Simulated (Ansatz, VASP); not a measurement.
# Sb: VASP beside Ansatz

```
Sb
1.0
     2.18537    1.26172    3.84896
    -2.18537    1.26172    3.84896
     0.00000   -2.52345    3.84896
Sb
2
Direct
  0.23297 0.23297 0.23297
  0.76703 0.76703 0.76703
```

Alike in both runs: functional PBE; k mesh 18 × 18 × 18; occupations fermi-dirac, width 0.15 eV; no spin polarisation.

Ansatz relaxed the structure, and its values are those at the end. VASP's run is a single point on that final structure, the one shown.

|  | VASP | Ansatz |
| --- | --- | --- |
| version | VASP 6.6.1 | Ansatz 0.2.0 |
| potentials or method | VASP PAW PBE potentials, release 64 (Sb), cutoff 520 eV | scalar-relativistic, plane waves, PAW |
| valence electrons in the cell | 10 | 30 |

|  | VASP | Ansatz | Ansatz less VASP |
| --- | --- | --- | --- |
| gap on the k mesh at the Fermi level (eV) | none | none | - |
| pressure (GPa) | 0.0 | 0.0 | -0.04 |
| rms of the force components (eV/Å) | 0.020 | 0.000 | -0.0203 |

A gap of «none» marks a metal or a gap that the smearing closes. With one functional, cell and mesh, what is left measures potentials, basis and numerics. VASP's potentials hold 10 valence electrons a cell and Ansatz's 30, so a difference there can come from the potentials and not from the codes.

Spin-orbit coupling is off throughout.
